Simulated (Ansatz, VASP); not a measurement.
# Ag: VASP beside Ansatz

```xyz
1
Lattice="-1.6492 1.6492 1.6492 1.6492 -1.6492 1.6492 1.6492 1.6492 -1.6492" Properties=species:S:1:pos:R:3 pbc="T T T"
Ag    0.0000    0.0000    0.0000
```

Alike in both runs: task single point; functional BLYP; k mesh 15 × 15 × 15; occupations fermi-dirac, width 0.1 eV; no spin polarisation.

|  | VASP | Ansatz |
| --- | --- | --- |
| version | VASP 6.6.1 | Ansatz 0.2.0 |
| potentials or method | VASP PAW PBE potentials, release 64 (Ag), cutoff 520 eV | plane waves (420 eV) with PAW, scalar-relativistic |
| valence electrons in the cell | 11 | 19 |

```csv
,VASP,Ansatz,Ansatz less VASP
pressure (GPa),6.9,6.8,-0.13
```

VASP's potentials were made for PBE, not for BLYP. VASP's potentials hold 11 valence electrons a cell and Ansatz's 19, so a difference there can come from the potentials and not from the codes.
